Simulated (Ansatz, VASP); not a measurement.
## Rh in VASP and in Ansatz

```
CELL_PARAMETERS angstrom
0.00000 2.85360 2.85360
2.85360 0.00000 2.85360
2.85360 2.85360 0.00000
ATOMIC_POSITIONS crystal
Rh 0.12500 0.12500 0.12500
Rh 0.87500 0.87500 0.87500
```

Alike in both runs: task single point; functional RPBE; k mesh 11 × 11 × 11; occupations fermi-dirac, width 0.1 eV; no spin polarisation.

```csv
,VASP,Ansatz
version,VASP 6.6.1,Ansatz 0.2.0
potentials or method,"VASP PAW PBE potentials, release 64 (Rh_pv), cutoff 520 eV","plane waves (420 eV) with PAW, scalar-relativistic"
valence electrons in the cell,30,34
```

|  | VASP | Ansatz | Ansatz less VASP |
| --- | --- | --- | --- |
| pressure (GPa) | -7.1 | -7.2 | -0.09 |

VASP's potentials were made for PBE, not for RPBE. VASP's potentials hold 30 valence electrons a cell and Ansatz's 34, so a difference there can come from the potentials and not from the codes.
